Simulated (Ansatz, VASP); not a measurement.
## Si7Ge: VASP beside Ansatz

File INCAR:

```
SYSTEM = Si7Ge
  PREC = Accurate
  ENCUT = 520
  EDIFF = 1E-6
  ISMEAR = 0
  SIGMA = 0.03
  LREAL = .False.
  LASPH = .True.
  NELM = 100
  ALGO = Normal
  ISIF = 2
  LWAVE = .False.
  LCHARG = .True.
  GGA = PS
  LELF = .True.
  LVHAR = .True.
  NBANDS = 31
```

File KPOINTS:

```
Automatic mesh
0
Gamma
  8 8 8
  0 0 0
```

File POSCAR:

```
Si7Ge
1.0
    5.4002504735      0.0000000000      0.0000000000
    0.0000000000      5.4002504735      0.0000000000
    0.0000000000      0.0000000000      4.9833511370
Si Ge
7 1
Direct
    0.2525986838      0.2525986838      0.2525986838
    0.0000000000      0.5000000000      0.5000000000
    0.5000000000      0.5000000000      0.0000000000
    0.5000000000      0.0000000000      0.5000000000
    0.7474013162      0.2525986838      0.7474013162
    0.7474013162      0.7474013162      0.2525986838
    0.2525986838      0.7474013162      0.7474013162
    0.0000000000      0.0000000000      0.0000000000
```

Input for Ansatz:

```yaml
crystal:
  lattice:
    - [5.4002504735, 0.0, 0.0]
    - [0.0, 5.4002504735, 0.0]
    - [0.0, 0.0, 4.983351137]
  atoms:
    - { symbol: Si, position: [0.2525986838, 0.2525986838, 0.2525986838] }
    - { symbol: Si, position: [0.0, 0.5, 0.5] }
    - { symbol: Si, position: [0.5, 0.5, 0.0] }
    - { symbol: Si, position: [0.5, 0.0, 0.5] }
    - { symbol: Si, position: [0.7474013162, 0.2525986838, 0.7474013162] }
    - { symbol: Si, position: [0.7474013162, 0.7474013162, 0.2525986838] }
    - { symbol: Si, position: [0.2525986838, 0.7474013162, 0.7474013162] }
    - { symbol: Ge, position: [0.0, 0.0, 0.0] }
basis:
  ecutwfc: 420
kpoints:
  mp_grid: { grid: [8, 8, 8] }
hamiltonian:
  xc: pbesol
  pseudopotentials: { kind: paw, azcp: { folder: soft_1 } }
scf:
  occupations: { method: gaussian, width: 0.03 }
output:
  forces: true
  stress: true
  eigenvalues: true
```

Alike in both runs: task single point; functional PBEsol; k mesh 8 × 8 × 8; occupations gaussian, width 0.03 eV; no spin polarisation.

|  | VASP | Ansatz |
| --- | --- | --- |
| version | VASP 6.6.1 | Ansatz 0.2.0 |
| potentials or method | VASP PAW PBE potentials, release 64 (Si, Ge_d), cutoff 520 eV | scalar-relativistic, plane waves, PAW |
| valence electrons in the cell | 42 | 42 |

Ansatz gave:

| Quantity | Value |
| --- | --- |
| gap on the k mesh at the Fermi level (eV) | none |
| pressure (GPa) | 12.6 |
| traceless stress, the component that is largest in VASP (GPa) | 3.65 |
| rms of the force components (eV/Å) | 0.020 |

Problem. What did VASP give for the same quantities?

Solution. gap on the k mesh at the Fermi level (eV): none; pressure (GPa): 12.7; traceless stress, the component that is largest in VASP (GPa): 3.64; rms of the force components (eV/Å): 0.020.

VASP's potentials were made for PBE, not for PBEsol, and Ansatz warns of the same on its side. Atom by atom the forces differ by 0.004 eV/Å (rms over components). A gap of «none» marks a metal or a gap that the smearing closes.
